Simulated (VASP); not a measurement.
Li2Sb3: single point with PBE

Li2Sb3:

```xyz
5
Lattice="4.2773 0.0000 0.0000 -2.1387 3.7043 0.0000 0.0000 0.0000 6.6548" Properties=species:S:1:pos:R:3 pbc="T T T"
Li    0.0000    2.4695    1.6304
Li    2.1387    1.2348    5.0244
Sb    0.0000    0.0000    0.0000
Sb    0.0000    2.4695    4.2924
Sb    2.1387    1.2348    2.3625
```

- Program: VASP 6.6.1
- Task: single point
- Functional: PBE
- Potentials or basis: VASP PAW PBE potentials, release 64 (Li_sv, Sb)
- Cutoff: 520 eV
- k mesh: 6 × 6 × 4
- Occupations: gaussian, width 0.1 eV
- Spin: no spin polarisation
- Dipole correction: no
- Further INCAR settings: ALGO = Normal; EDIFF = 1e-06; NBANDS = 18

| Item | Value |
| --- | --- |
| Largest force | 1.137 eV/Å |

Forces on the atoms (eV/Å):
```
Li   0.000  0.000 -1.137
Li   0.000  0.000  1.137
Sb   0.000  0.000  0.000
Sb   0.000  0.000  0.318
Sb   0.000  0.000 -0.318
```

Levels at points of the mesh, in eV from the Fermi level:
```tsv
k point	band 8	band 9	band 10	band 11	band 12	band 13	band 14	band 15
(0.00, 0.00, 0.00)	-0.90	-0.78	-0.32	-0.32	1.47	1.47	2.11	4.21
(0.50, 0.00, 0.00)	-3.50	-3.31	0.16	0.33	0.61	0.86	2.38	3.91
(0.00, 0.00, 0.50)	-1.47	0.24	0.24	0.58	0.58	0.89	1.78	2.94
(0.50, 0.00, 0.50)	-2.64	-2.33	-1.87	-0.77	0.51	2.83	2.86	3.15
```

Run time: 24 s on 1 thread of Oxide Virtual Turin-like Processor, on a shared host, peak memory 0.19 GiB.

Caveat: spin-orbit coupling is left out, which moves the levels of the heavy elements; forces of over 1 eV/Å act on the atoms, so gaps and moduli don't describe the material at rest.
